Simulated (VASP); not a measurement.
Wanted: the native input for a VASP 6.6.1 run.

```
Task                   : single point
Functional             : PBE
Potentials or basis    : VASP PAW PBE potentials, release 64 (Mg)
Cutoff                 : 520 eV
k mesh                 : 14 × 14 × 14
Occupations            : gaussian, width 0.1 eV
Spin                   : no spin polarisation
Dipole correction      : no
Further INCAR settings : ALGO = Fast; EDIFF = 1e-06; NBANDS = 7
```

The structure of Mg lies in POSCAR:

```
Mg
1.0
    0.0183355715      2.1918750650      2.1788359376
    2.2250900538     -0.0095156454      2.2066871546
    2.1985405053      2.1931767334      0.0170339030
Mg
1
Direct
    0.0000000000      0.0000000000      0.0000000000
```

This cell differs from its parent crystal: the cell strained at random.

One way to write it, as run:

INCAR

```
SYSTEM = Mg
  PREC = Accurate
  ENCUT = 520
  EDIFF = 1E-6
  ISMEAR = 0
  SIGMA = 0.1
  LREAL = .False.
  LASPH = .True.
  NELM = 100
  ALGO = Fast
  ISIF = 2
  LWAVE = .False.
  LCHARG = .False.
  GGA = PE
  NBANDS = 7
```

KPOINTS

```
Automatic mesh
0
Gamma
  14 14 14
  0 0 0
```

Potentials or basis: VASP PAW PBE potentials, release 64 (Mg).

The run is started by

```sh
$ cat potpaw_PBE.64/Mg/POTCAR > POTCAR
$ mpirun -np 1 vasp_std > vasp.out
```

Results of the run:

* Pressure: 3.8 GPa
* Band gap on the k mesh: zero (bands 1 and 2 overlap by 2.51 eV)

Caveat: the cell differs from its parent crystal (the cell strained at random); the cell stands under pressure.

Wall time 79 s on 1 thread of AMD EPYC 9R45 96-Core Processor (Zen 5), with other jobs on the host, peak memory 0.29 GiB.
